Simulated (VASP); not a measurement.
**YN: single point with PBE**

Crystal: YN.

```
Y N
1.0
     0.00000    2.43850    2.43850
     2.43850    0.00000    2.43850
     2.43850    2.43850    0.00000
Y N
1 1
Cartesian
  0.0000 0.0000 0.0000
  2.4385 2.4385 2.4385
```

| Property | Result |
| --- | --- |
| Program | VASP 6.6.1 |
| Task | single point |
| Functional | PBE |
| Potentials or basis | VASP PAW PBE potentials, release 64 (Y_sv, N) |
| Cutoff | 600 eV |
| k mesh | 2 × 2 × 2 |
| Occupations | fermi-dirac, width 0.01 eV |
| Spin | no spin polarisation |

* Pressure: 5.3 GPa
* Band gap on the k mesh: 0.01 eV, indirect (least direct gap 0.40 eV)

Levels at points of the mesh, in eV from the valence-band top:
| k point | band 6 | band 7 | band 8 | band 9 | band 10 | band 11 |
| --- | --- | --- | --- | --- | --- | --- |
| (0.00, 0.00, 0.00) | 0.00 | 0.00 | 0.00 | 2.98 | 2.98 | 2.98 |
| (0.50, 0.00, 0.00) | -4.18 | -2.32 | -2.32 | 5.63 | 6.24 | 6.24 |
| (0.50, 0.50, 0.00) | -1.54 | -0.40 | -0.40 | 0.01 | 6.72 | 7.17 |

Run time: 58 s on 1 thread of AMD EPYC 7R13 (shared host), peak memory 0.14 GiB.

Caveat: the k points lie up to 1.12 Å⁻¹ apart. A k mesh can miss the band edges.
